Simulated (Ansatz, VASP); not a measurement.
## Ba3SbP: VASP beside Ansatz

The input INCAR:

```
PREC = Accurate ; ENCUT = 520
EDIFF = 1E-6 ; ISMEAR = 0
SIGMA = 0.01 ; LREAL = F
LASPH = T ; NELM = 100
ALGO = Normal ; ISIF = 2
LWAVE = F ; LCHARG = F
GGA = PS ; NBANDS = 28
```

File KPOINTS:

```
Automatic mesh
0
Gamma
  2 2 2
```

The input POSCAR:

```
Ba3SbP
1.0
    6.1312500000     -0.0563700000     -0.0213600000
   -0.0563700000      6.0451400000      0.0685800000
   -0.0213600000      0.0685800000      6.0096700000
Ba Sb P
3 1 1
Direct
    0.9956900000      0.5025800000      0.4937000000
    0.5029600000      0.9957200000      0.5031200000
    0.4998000000      0.4980700000      0.0023200000
    0.0021300000      0.9998100000      0.9956200000
    0.4995700000      0.5018200000      0.4924200000
```

Input for Ansatz:

```yaml
crystal:
  lattice:
    - [6.13125, -0.05637, -0.02136]
    - [-0.05637, 6.04514, 0.06858]
    - [-0.02136, 0.06858, 6.00967]
  atoms:
    - { symbol: Ba, position: [0.99569, 0.50258, 0.4937] }
    - { symbol: Ba, position: [0.50296, 0.99572, 0.50312] }
    - { symbol: Ba, position: [0.4998, 0.49807, 0.00232] }
    - { symbol: Sb, position: [0.00213, 0.99981, 0.99562] }
    - { symbol: P, position: [0.49957, 0.50182, 0.49242] }
basis:
  ecutwfc: 540.0
  xc_grid: 2
kpoints:
  mp_grid:
    grid: [2, 2, 2]
hamiltonian:
  xc: pbesol
scf:
  convergence:
    dr2_threshold: 1.0e-09
  occupations:
    method: fixed
output:
  forces: true
  stress: true
```

Alike in both runs: task single point; functional PBEsol; k mesh 2 × 2 × 2; no spin polarisation.

|  | VASP | Ansatz |
| --- | --- | --- |
| version | VASP 6.6.1 | Ansatz 0.2.0 |
| potentials or method | VASP PAW PBE potentials, release 64 (Ba_sv, Sb, P), cutoff 520 eV | plane waves, PAW |
| occupations | gaussian, width 0.01 eV | fixed |
| valence electrons in the cell | 40 | 50 |

Ansatz gave:

- pressure (GPa): -0.3
- traceless stress, the component that is largest in VASP (GPa): -0.78
- rms of the force components (eV/Å): 0.103

Problem. What did VASP give for the same quantities?

Solution. Pressure (GPa): 0.3; traceless stress, the component that is largest in VASP (GPa): -0.81; rms of the force components (eV/Å): 0.114.

VASP's potentials were made for PBE, not for PBEsol. Atom by atom the forces differ by 0.024 eV/Å (rms over components). VASP's potentials hold 40 valence electrons a cell and Ansatz's 50, so a difference there can come from the potentials and not from the codes. Ansatz's warnings: stress scf threshold loose.

The k mesh is coarse, so the values compare programs but aren't converged. Neither program's run includes spin-orbit coupling.
